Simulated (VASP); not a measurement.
Set up this calculation in VASP 6.6.1, as the native input.

```yaml
Task: density of states
Functional: PBE
Potentials_or_basis: VASP PAW PBE potentials, release 64 (Eu)
Cutoff: 520 eV
k_mesh: 14 × 14 × 14
Occupations: fermi-dirac, width 0.05 eV
Spin: collinear spin, ferromagnetic start
Starting_moments: "[7.0] μB"
Dipole_correction: no
k_mesh_for_the_DOS: 21 × 21 × 21
Occupations_for_the_DOS: tetrahedron
Further_INCAR_settings: ALGO = Normal; EDIFF = 1e-06; NBANDS = 18
```

The system is Eu.

```
CELL_PARAMETERS angstrom
-1.65596 1.65596 1.65596
1.65596 -1.65596 1.65596
1.65596 1.65596 -1.65596
ATOMIC_POSITIONS crystal
Eu 0.00000 0.00000 0.00000
```

This cell differs from its parent crystal: volume scaled by 0.43.

The input as run:

POSCAR

```
Eu
1.0
   -1.6559643342      1.6559643342      1.6559643342
    1.6559643342     -1.6559643342      1.6559643342
    1.6559643342      1.6559643342     -1.6559643342
Eu
1
Direct
    0.0000000000      0.0000000000      0.0000000000
```

INCAR.step1

```
PREC = Accurate
ENCUT = 520
EDIFF = 1E-6
ISMEAR = -1
SIGMA = 0.05
LREAL = F
LASPH = T
NELM = 150
ALGO = Normal
ISIF = 2
LWAVE = F
LCHARG = T
ISPIN = 2
MAGMOM = 7
LMAXMIX = 6
GGA = PE
NBANDS = 18
```

KPOINTS.step1

```
Automatic mesh
0
Gamma
  14 14 14
```

INCAR.step2

```
PREC = Accurate
ENCUT = 520
EDIFF = 1E-6
ISMEAR = -5
SIGMA = 0.05
LREAL = F
LASPH = T
NELM = 150
ALGO = Normal
ISIF = 2
LWAVE = F
LCHARG = F
ISPIN = 2
MAGMOM = 7
LORBIT = 10
LMAXMIX = 6
GGA = PE
NBANDS = 18
NEDOS = 1001
ICHARG = 11
```

KPOINTS.step2

```
Automatic mesh
0
Gamma
  21 21 21
```

Potentials or basis: VASP PAW PBE potentials, release 64 (Eu).

Run with:

```sh
$ cat potpaw_PBE.64/Eu/POTCAR > POTCAR
$ cp INCAR.step1 INCAR
$ cp KPOINTS.step1 KPOINTS
$ mpirun -np 1 vasp_std > vasp.out
$ cp INCAR.step2 INCAR
$ cp KPOINTS.step2 KPOINTS
$ mpirun -np 1 vasp_std > vasp.out
```

Results of the run:

```
Net moment                                            : 7.13 μB per cell
Site moments                                          : Eu +6.69 μB
Valence electrons inside the program's atomic spheres : Eu 15.34
```

Caveat: spin-orbit coupling is left out, which moves the levels of the heavy elements.

Run time: 2.8 min on 1 thread of Intel Xeon 6975P-C, with other jobs on the host, peak memory 0.34 GiB.
